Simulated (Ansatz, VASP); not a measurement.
Ge in VASP and in Ansatz

```
Ge
1.0
     2.74109   -2.84627    0.00000
     2.74109    2.84627    0.00000
    -0.99397    0.00000    6.21815
Ge
6
Direct
  0.15843 0.45266 0.37806
  0.54734 0.84157 0.12194
  0.84157 0.54734 0.62194
  0.45266 0.15843 0.87806
  0.00000 0.50000 0.00000
  0.50000 0.00000 0.50000
```

Alike in both runs: task single point; functional PBE; k mesh 4 × 4 × 4; occupations gaussian, width 0.1 eV; no spin polarisation.

```csv
,VASP,Ansatz
version,VASP 6.6.1,Ansatz 0.2.0
potentials or method,"VASP PAW PBE potentials, release 64 (Ge_d), cutoff 520 eV","scalar-relativistic, plane waves, PAW"
valence electrons in the cell,84,84
```

```tsv
	VASP	Ansatz	Ansatz less VASP
gap on the k mesh at the Fermi level (eV)	none	none	-
rms of the force components (eV/Å)	1.814	1.815	+0.0011
```

Atom by atom the forces differ by 0.003 eV/Å (rms over components). A gap of «none» marks a metal or a gap that the smearing closes. With one functional, cell and mesh, what is left measures potentials, basis and numerics.

The k mesh is coarse, so the values compare programs but aren't converged.
